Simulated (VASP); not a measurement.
Wanted: the native input for a VASP 6.6.1 run.

```yaml
Task: single point
Functional: PBE
Potentials_or_basis: VASP PAW PBE potentials, release 64 (C, Mg)
Cutoff: 520 eV
k_mesh: 2 × 2 × 1
Occupations: fermi-dirac, width 0.02 eV
Spin: no spin polarisation
Dipole_correction: no
Further_INCAR_settings: LREAL = Auto; ALGO = Normal; EDIFF = 1e-06; NBANDS = 52
```

The structure of MgC18 lies in POSCAR:

```
MgC18
1.0
    7.3980000000      0.0000000000      0.0000000000
   -3.6990000000      6.4068560000      0.0000000000
    0.0000000000      0.0000000000     13.0000000000
C Mg
18 1
Direct
   -0.0005436832     -0.0044739573      0.0686090000
    0.2203741392      0.1059853694      0.0686130769
   -0.0025521732      0.3289007900      0.0686071538
    0.2223817544      0.4413671854      0.0686134615
   -0.0005013114      0.6642320352      0.0686325385
    0.2203295428      0.7746471904      0.0686159231
    0.3307909389     -0.0044335318      0.0686069231
    0.5557274878      0.1080356730      0.0685804615
    0.3328431308      0.3309236231      0.0685731538
    0.5536635249      0.4413248870      0.0686151538
    0.3327968883      0.6621820437      0.0685796923
    0.5537000647      0.7726396535      0.0686001538
    0.6661697893     -0.0024222489      0.0686140000
    0.8869880475      0.1079955598      0.0685779231
    0.6661327934      0.3288581794      0.0686036154
    0.8870326890      0.4393011174      0.0685738462
    0.6641054069      0.6622232496      0.0685815385
    0.8890393707      0.7746891767      0.0686081538
    0.1112877476      0.8894979066      0.3805790769
```

One way to write it, as run:

INCAR

```
SYSTEM = MgC18
PREC = Accurate
ENCUT = 520
EDIFF = 1E-6
ISMEAR = -1
SIGMA = 0.02
LREAL = Auto
LASPH = .TRUE.
NELM = 80
ALGO = Normal
ISIF = 2
LWAVE = .FALSE.
LCHARG = .FALSE.
GGA = PE
NBANDS = 52
```

KPOINTS

```
regular mesh
0
G
  2 2 1
  0 0 0
```

Potentials or basis: VASP PAW PBE potentials, release 64 (C, Mg).

Command:

```sh
$ cat potpaw_PBE.64/C/POTCAR potpaw_PBE.64/Mg/POTCAR > POTCAR
$ mpirun -np 1 vasp_std > vasp.out
```

Results of the run:

```yaml
Largest_force: 0.014 eV/Å
Band_gap_on_the_k_mesh: 0.22 eV, direct
```

Caveat: the k points lie up to 0.49 Å⁻¹ apart.

Wall time 4.9 min on 1 thread of Intel Xeon 6975P-C, with other jobs on the host, peak memory 0.63 GiB.
